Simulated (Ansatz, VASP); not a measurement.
**HfN in VASP and in Ansatz**

The input INCAR:

```
PREC     = Accurate       # precision mode
ENCUT    = 600            # plane-wave cutoff, eV
EDIFF    = 1E-6           # SCF threshold, eV
ISMEAR   = -1             # smearing method
SIGMA    = 0.1            # smearing width, eV
LREAL    = F              # projectors in reciprocal space
LASPH    = T              # aspherical terms in the spheres
NELM     = 120            # most SCF steps
ALGO     = Normal         # electronic algorithm
ISIF     = 2              # what is computed and relaxed
LWAVE    = F              # write WAVECAR
LCHARG   = T              # write CHGCAR
LELF     = T              # ELF
LVHAR    = T            
NBANDS   = 14             # bands
GGA_COMPAT= F
```

The input KPOINTS:

```
regular mesh
0
Gamma
  11 11 11
```

The input POSCAR:

```
HfN
1.0
    0.0000000000      2.2954140625      2.2954140625
    2.2954140625      0.0000000000      2.2954140625
    2.2954140625      2.2954140625      0.0000000000
Hf N
1 1
Direct
    0.0000000000      0.0000000000      0.0000000000
    0.5000000000      0.5000000000      0.5000000000
```

Input for Ansatz:

```yaml
crystal:
  lattice:
    - [0.0, 2.2954140624629296, 2.2954140624629296]
    - [2.2954140624629296, 0.0, 2.2954140624629296]
    - [2.2954140624629296, 2.2954140624629296, 0.0]
  atoms:
    - { symbol: Hf, position: [0.0, 0.0, 0.0] }
    - { symbol: "N", position: [0.5, 0.5, 0.5] }
basis:
  ecutwfc: 420.0
kpoints:
  mp_grid:
    grid: [11, 11, 11]
hamiltonian:
  xc: lda
scf:
  occupations:
    method: fermi_dirac
output:
  stress: true
```

Alike in both runs: task single point; functional LDA; k mesh 11 × 11 × 11; no spin polarisation.

|  | VASP | Ansatz |
| --- | --- | --- |
| version | VASP 6.6.1 | Ansatz 0.2.0 |
| potentials or method | VASP PAW LDA potentials, release 64 (Hf_pv, N), cutoff 600 eV | plane waves, PAW |
| occupations | fermi-dirac, width 0.1 eV | fermi-dirac |
| valence electrons in the cell | 15 | 31 |

```csv
,VASP,Ansatz,Ansatz less VASP
pressure (GPa),-21.8,-20.5,+1.29
```

LDA's correlation is that of Perdew and Zunger in VASP and of Perdew and Wang (1992) in Ansatz. VASP's potentials hold 15 valence electrons a cell and Ansatz's 31, so a difference there can come from the potentials and not from the codes.

Spin-orbit coupling is off throughout.
